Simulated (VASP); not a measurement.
# Al3Cu2 (P-3m1) in VASP: further runs

The runs below take Al3Cu2 through single point, with LDA.

Everything below comes from runs of VASP 6.6.1. Logs are shortened: lines on timing, memory, paths and dates and some standing lists are left out, and cuts for length are marked.

### Step 1. The cell of the first run

It takes space group P-3m1 (No. 164, trigonal). The conventional cell has a = 4.056 Å, b = 4.056 Å, c = 4.932 Å, α = 90.00°, β = 90.00°, γ = 120.00°. Al (site symmetry -3m) has 6 Cu at 2.47 Å and 6 Al at 2.91 Å within 3.3 Å. Within 3.2 Å of Al (site symmetry 3m) lie 5 Cu at 2.42 to 2.53 Å and 6 Al at 2.77 to 2.91 Å. Cu (site symmetry 3m) has 8 Al at 2.42 to 2.53 Å and 3 Cu at 2.82 Å within 3.2 Å.

### Step 2. Single point, LDA

INCAR reads:

```
PREC = Accurate
ENCUT = 520
EDIFF = 1E-6
ISMEAR = 0
SIGMA = 0.1
LREAL = False
LASPH = True
NELM = 60
ALGO = Fast
ISIF = 2
LWAVE = False
LCHARG = True
GGA = CA
LELF = True
LVHAR = True
NBANDS = 24
```

KPOINTS reads:

```
regular mesh
0
Gamma
  12 12 8
```

POSCAR reads:

```
Al3Cu2
1.0
    4.0558389475      0.0000000000      0.0000000000
   -2.0279194737      3.5124595622      0.0000000000
    0.0000000000      0.0000000000      4.9320181110
Al Cu
3 2
Direct
    0.0000000000      0.0000000000      0.0000000000
    0.3333333333      0.6666666667      0.3508592134
    0.6666666667      0.3333333333      0.6491407866
    0.3333333333      0.6666666667      0.8415141677
    0.6666666667      0.3333333333      0.1584858323
```

Potentials or basis: VASP PAW LDA potentials, release 64 (Al, Cu).

Run with:

```sh
> cat potpaw_LDA.64/Al/POTCAR potpaw_LDA.64/Cu/POTCAR > POTCAR
> mpirun -np 1 vasp_std > vasp.out
```

OUTCAR:

```text
PREC = Accurate
   ENCUT = 520
   EDIFF = 1E-6
   ISMEAR = 0
   LREAL = False
   LASPH = True
   NELM = 60
   ISIF = 2
   GGA = CA

 ion  position               nearest neighbor table
   1  0.000  0.000  0.000-   4 2.47   5 2.47   4 2.47   5 2.47   5 2.47   4 2.47   2 2.91   3 2.91
                             2 2.91   3 2.91   2 2.91   3 2.91
   2  0.333  0.667  0.351-   4 2.42   4 2.51   5 2.53   5 2.53   5 2.53   3 2.77   3 2.77   3 2.77
                             1 2.91   1 2.91   1 2.91
   3  0.667  0.333  0.649-   5 2.42   5 2.51   4 2.53   4 2.53   4 2.53   2 2.77   2 2.77   2 2.77
                             1 2.91   1 2.91   1 2.91
   4  0.333  0.667  0.842-   2 2.42   1 2.47   1 2.47   1 2.47   2 2.51   3 2.53   3 2.53   3 2.53

   5  0.667  0.333  0.158-   3 2.42   1 2.47   1 2.47   1 2.47   3 2.51   2 2.53   2 2.53   2 2.53

  LATTYP: Found a hexagonal cell.
 ALAT       =     4.0558389475
 C/A-ratio  =     1.2160290817

  Lattice vectors:

 A1 = (   4.0558389475,   0.0000000000,   0.0000000000)
 A2 = (  -2.0279194737,   3.5124595622,   0.0000000000)
 A3 = (   0.0000000000,   0.0000000000,   4.9320181110)

Analysis of symmetry for initial positions (statically):
=====================================================================
 Subroutine PRICEL returns:
 Original cell was already a primitive cell.

 Routine SETGRP: Setting up the symmetry group for a
 hexagonal supercell.

 Subroutine GETGRP returns: Found 12 space group operations
 (whereof 12 operations were pure point group operations)
 out of a pool of 24 trial point group operations.

The static configuration has the point symmetry D_3d.

Analysis of symmetry for dynamics (positions and initial velocities):
=====================================================================
 Subroutine PRICEL returns:
 Original cell was already a primitive cell.

 Routine SETGRP: Setting up the symmetry group for a
 hexagonal supercell.

 Subroutine GETGRP returns: Found 12 space group operations
 (whereof 12 operations were pure point group operations)
 out of a pool of 24 trial point group operations.

The dynamic configuration has the point symmetry D_3d.

 Subroutine INISYM returns: Found 12 space group operations
 (whereof 12 operations are pure point group operations),
 and found     1 'primitive' translations

----------------------------------------------------------------------------------------

                                     Primitive cell

  volume of cell :      70.2614

  direct lattice vectors                    reciprocal lattice vectors
     4.055838947  0.000000000  0.000000000     0.246558114  0.142350393  0.000000000
    -2.027919474  3.512459562  0.000000000     0.000000000  0.284700787  0.000000000
     0.000000000  0.000000000  4.932018111     0.000000000  0.000000000  0.202756757

  length of vectors
     4.055838947  4.055838947  4.932018111     0.284700787  0.284700787  0.202756757

  position of ions in fractional coordinates (direct lattice)
     0.000000000  0.000000000  0.000000000
     0.333333333  0.666666667  0.350859213
     0.666666667  0.333333333  0.649140787
     0.333333333  0.666666667  0.841514168
     0.666666667  0.333333333  0.158485832

  ion indices of the primitive-cell ions
   primitive index   ion index
                 1           1
                 2           2
                 3           3
                 4           4
                 5           5

----------------------------------------------------------------------------------------

 KPOINTS: regular mesh

Automatic generation of k-mesh.
 Grid dimensions read from file:
 generate k-points for:   12   12    8

 Generating k-lattice:

  Cartesian coordinates                     Fractional coordinates (reciprocal lattice)
     0.020546509  0.011862533  0.000000000     0.083333333  0.000000000  0.000000000
     0.000000000  0.023725066  0.000000000     0.000000000  0.083333333  0.000000000
     0.000000000  0.000000000  0.025344595     0.000000000  0.000000000  0.125000000

  Length of vectors
     0.023725066  0.023725066  0.025344595

  Shift w.r.t. Gamma in fractional coordinates (k-lattice)
     0.000000000  0.000000000  0.000000000

 Subroutine IBZKPT returns following result:
 ===========================================

 Found    131 irreducible k-points:

 Following reciprocal coordinates:
            Coordinates               Weight
  0.000000  0.000000  0.000000      1.000000
  0.083333  0.000000  0.000000      6.000000
  0.166667 -0.000000  0.000000      6.000000
  0.250000  0.000000  0.000000      6.000000
  0.333333  0.000000  0.000000      6.000000
  0.416667  0.000000  0.000000      6.000000
[... 16 lines left out ...]
  0.166667 -0.000000  0.125000      6.000000
  0.000000  0.166667  0.125000      6.000000
 [... further k-points ...]
   k-points           NKPTS =    131   k-points in BZ     NKDIM =    131   number of bands    NBANDS=     24
   number of dos      NEDOS =    301   number of ions     NIONS =      5
   total plane-waves  NPLWV =  36000
   dimension x,y,z NGX =    30 NGY =   30 NGZ =   40
   dimension x,y,z NGXF=    60 NGYF=   60 NGZF=   80
   ions per type =               3   2
   NGX,Y,Z   is equivalent  to a cutoff of  12.30, 12.30, 13.48 a.u.
   NGXF,Y,Z  is equivalent  to a cutoff of  24.59, 24.59, 26.97 a.u.
 SYSTEM =  unknown system
   PREC   = accura    normal or accurate (medium, high low for compatibility)
   ISTART =      0    job   : 0-new  1-cont  2-samecut
   ICHARG =      2    charge: 1-file 2-atom 10-const
   ISPIN  =      1    spin polarized calculation?
   LNONCOLLINEAR =      F non collinear calculations
   LSORBIT =      F    spin-orbit coupling
   LASPH  =      T    aspherical Exc in radial PAW
   ENCUT  =  520.0 eV  38.22 Ry    6.18 a.u.   7.54  7.54  9.17*2*pi/ulx,y,z
   NELM   =     60;   NELMIN=  2; NELMDL= -5     # of ELM steps
   EDIFF  = 0.1E-05   stopping-criterion for ELM
   LREAL  =      F    real-space projection
   EDIFFG = 0.1E-04   stopping-criterion for IOM
   NSW    =      0    number of steps for IOM
   IBRION =     -1    ionic relax: 0-MD 1-quasi-New 2-CG
   NFREE  =      0    steps in history (QN), initial steepest desc. (CG)
   ISIF   =      2    stress and relaxation
   ISYM   =      2    0-nonsym 1-usesym 2-fastsym
   POTIM  = 0.5000    time-step for ionic-motion
   TEBEG  =    0.0;   TEEND  =   0.0 temperature during run
   PSTRESS=    0.0 pullay stress
   NELECT =      31.0000    total number of electrons
   NUPDOWN=      -1.0000    fix difference up-down
   EMIN   =  10.00;   EMAX   =-10.00  energy-range for DOS
   EFERMI =   0.00;   METHOD = LEGACY
   ISMEAR =     0;   SIGMA  =   0.10  broadening in eV -4-tet -1-fermi 0-gaus
   EFERMI_NEDOS =   21; number of points for ismear=-14 and -15
   IALGO  =     68    algorithm
   IMIX   =      4    mixing-type and parameters
     AMIX     =   0.40;   BMIX     =  1.00
     AMIX_MAG =   1.60;   BMIX_MAG =  1.00
  volume/ion in A,a.u.               =      14.05        94.83
  Fermi-wavevector in a.u.,A,eV,Ry     =   1.246302  2.355169 21.133491  1.553268
  Thomas-Fermi vector in A             =   2.380485
   LORBIT       =      0    0 simple, 1 ext, 2 COOP (PROOUT), +10 PAW based schemes
   GGA     = CA    functional components
   LHFCALC =     F    Hartree Fock is set to
   AEXX    =    0.0000 exact exchange contribution
   IVDW    =     0    specifies the selected vdW correction
   LEPSILON=     F    determine dielectric tensor
   LRPA    =     F    only Hartree local field effects (RPA)
 non-spin polarized calculation
 RMM-DIIS sequential band-by-band and
 Gauss-broadening in eV      SIGMA  =   0.10
  energy-cutoff  :      520.00
  volume of cell :       70.26
 maximum number of plane-waves:      1914
   NGX = 15   NGY = 15   NGZ = 19

 number of electron      31.0000010 magnetization

 Free energy of the ion-electron system (eV)
  ---------------------------------------------------
  ext. energy  EPLUGINS =         0.00000000
  ---------------------------------------------------
  free energy    TOTEN  =       -22.91682724 eV

  energy without entropy =      -22.91027855  energy(sigma->0) =      -22.91355290

 E-fermi :   8.5578     XC(G=0): -11.3171

 val. band max:        8.5287616635   @ k =   0.1667   0.1667   0.2500
 cond. band min:       8.5581882921   @ k =   0.3333   0.0833   0.0000
 fundamental gap:      0.0294266286
 Fermi energy:         8.5578077464

 k-point     1 :       0.0000    0.0000    0.0000
  band No.  band energies     occupation
      1      -2.9222      2.00000
      2       1.9320      2.00000
      3       2.5045      2.00000
      4       2.9736      2.00000
      5       2.9736      2.00000
      6       3.3362      2.00000
[... 16 lines left out ...]
     23      14.4546      0.00000
     24      14.4546      0.00000

 k-point     2 :       0.0833    0.0000    0.0000
  band No.  band energies     occupation
      1      -2.8381      2.00000
      2       1.9729      2.00000
      3       2.4874      2.00000
      4       2.9999      2.00000
      5       3.0029      2.00000
      6       3.3198      2.00000
[... 16 lines left out ...]
     23      14.1984      0.00000
     24      14.2139      0.00000

 k-point     3 :       0.1667   -0.0000    0.0000
  band No.  band energies     occupation
      1      -2.5870      2.00000
      2       2.0793      2.00000
      3       2.4270      2.00000
      4       3.0685      2.00000
      5       3.0760      2.00000
      6       3.2769      2.00000
[... 16 lines left out ...]
     23      13.8265      0.00000
     24      14.1866      0.00000
[... 514 lines left out ...]
 k-point    23 :       0.1667   -0.0000    0.1250
  band No.  band energies     occupation
      1      -2.4969      2.00000
      2       1.6234      2.00000
      3       2.5615      2.00000
      4       2.9874      2.00000
      5       3.0627      2.00000
      6       3.3248      2.00000
[... 16 lines left out ...]
     23      14.1559      0.00000
     24      14.7862      0.00000

 k-point    24 :       0.0000    0.1667    0.1250
  band No.  band energies     occupation
      1      -2.4965      2.00000
      2       1.6098      2.00000
      3       2.5463      2.00000
      4       3.0458      2.00000
      5       3.0596      2.00000
      6       3.2715      2.00000
[... 16 lines left out ...]
     23      14.1848      0.00000
     24      14.5704      0.00000

 [... further k-points ...]

------------------------ aborting loop because EDIFF is reached ----------------------------------------

  FORCE on cell =-STRESS in cart. coord.  units (eV):
  Direction    XX          YY          ZZ          XY          YZ          ZX
  --------------------------------------------------------------------------------------
  -------------------------------------------------------------------------------------
  Total        0.1639331      0.1639331      0.1773304      0.0000000      0.0000000     -0.0000000
  in kB        3.7381833      3.7381833      4.0436827      0.0000000      0.0000000     -0.0000000
  external PRESSURE =       3.8400165 kB  Pullay stress =       0.0000000 kB

 VOLUME and BASIS-vectors are now :
 -----------------------------------------------------------------------------
  energy-cutoff  :      520.00
  volume of cell :       70.26
      direct lattice vectors                 reciprocal lattice vectors
     4.055838947  0.000000000  0.000000000     0.246558114  0.142350393  0.000000000
    -2.027919474  3.512459562  0.000000000     0.000000000  0.284700787  0.000000000
     0.000000000  0.000000000  4.932018111     0.000000000  0.000000000  0.202756757

 POSITION                                       TOTAL-FORCE (eV/Angst)
 -----------------------------------------------------------------------------------
      0.00000      0.00000      0.00000        -0.000000      0.000000      0.000000
     -0.00000      2.34164      1.73044         0.000000      0.000000      0.004665
      2.02792      1.17082      3.20157        -0.000000      0.000000     -0.004665
     -0.00000      2.34164      4.15036        -0.000000      0.000000      0.003028
      2.02792      1.17082      0.78165        -0.000000     -0.000000     -0.003028
 -----------------------------------------------------------------------------------
    total drift:                               -0.000000      0.000000     -0.000000

  FREE ENERGIE OF THE ION-ELECTRON SYSTEM (eV)
  ---------------------------------------------------
  free  energy   TOTEN  =       -22.9168272365 eV

  energy  without entropy=      -22.9102785543  energy(sigma->0) =      -22.91355290
```

Run time: 2.3 min. Hardware: 1 thread of Intel Xeon 6975P-C (Granite Rapids), shared host; peak memory 0.29 GiB.

Results:

| Quantity | Value |
| --- | --- |
| Free energy | -22.9168 eV |
| Pressure | 0.4 GPa |
| Largest force | 0.005 eV/Å |
| Band gap on the k mesh | zero (an odd number of electrons rules out a gap without spin polarisation) |

Forces in eV/Å, atoms in the order of the input:
```
Al   0.000  0.000  0.000
Al   0.000  0.000  0.005
Al   0.000  0.000 -0.005
Cu   0.000  0.000  0.003
Cu   0.000  0.000 -0.003
```

### Step 3. Single point, LDA

INCAR reads:

```
SYSTEM = Al3Cu2
PREC = Accurate
ENCUT = 520
EDIFF = 1E-7
ISMEAR = 0
SIGMA = 0.15
LREAL = .FALSE.
LASPH = .TRUE.
NELM = 100
ALGO = Fast
ISIF = 2
LWAVE = .FALSE.
LCHARG = .FALSE.
NBANDS = 24
```

KPOINTS reads:

```
Automatic mesh
0
G
  12 12 8
  0 0 0
```

POSCAR is that of step 2.

Potentials or basis: VASP PAW LDA potentials, release 64 (Al, Cu).

Run with:

```sh
> cat potpaw_LDA.64/Al/POTCAR potpaw_LDA.64/Cu/POTCAR > POTCAR
> mpirun -np 1 vasp_std > vasp.out
```

Wall time 2.4 min (1 thread of Intel Xeon 6975P-C (Granite Rapids), shared host); peak memory 0.29 GiB.

Results (log left out):

```yaml
Free_energy: -22.9208 eV
Pressure: 0.5 GPa
Largest_force: 0.004 eV/Å
Band_gap_on_the_k_mesh: zero (an odd number of electrons rules out a gap without spin polarisation)
```

Forces on the atoms (eV/Å):
```
Al   0.000  0.000  0.000
Al   0.000  0.000  0.004
Al   0.000  0.000 -0.004
Cu   0.000  0.000  0.004
Cu   0.000  0.000 -0.004
```

Levels at points of the mesh, in eV from the Fermi level:
```csv
k point,band 11,band 12,band 13,band 14,band 15,band 16,band 17,band 18,band 19,band 20
"(0.00, 0.00, 0.00)",-4.30,-3.80,-3.74,-0.21,-0.21,1.36,1.36,2.60,2.95,5.42
"(0.50, 0.00, 0.00)",-4.45,-4.26,-3.12,-3.04,-2.63,-0.76,-0.04,0.38,3.07,3.87
"(0.00, 0.00, 0.50)",-4.34,-4.34,1.21,1.21,1.32,1.32,1.81,2.48,2.48,2.55
"(0.50, 0.00, 0.50)",-4.47,-4.37,-4.28,-3.64,-1.81,-0.17,0.76,0.98,5.21,5.44
```

[end of part 1 of 2]
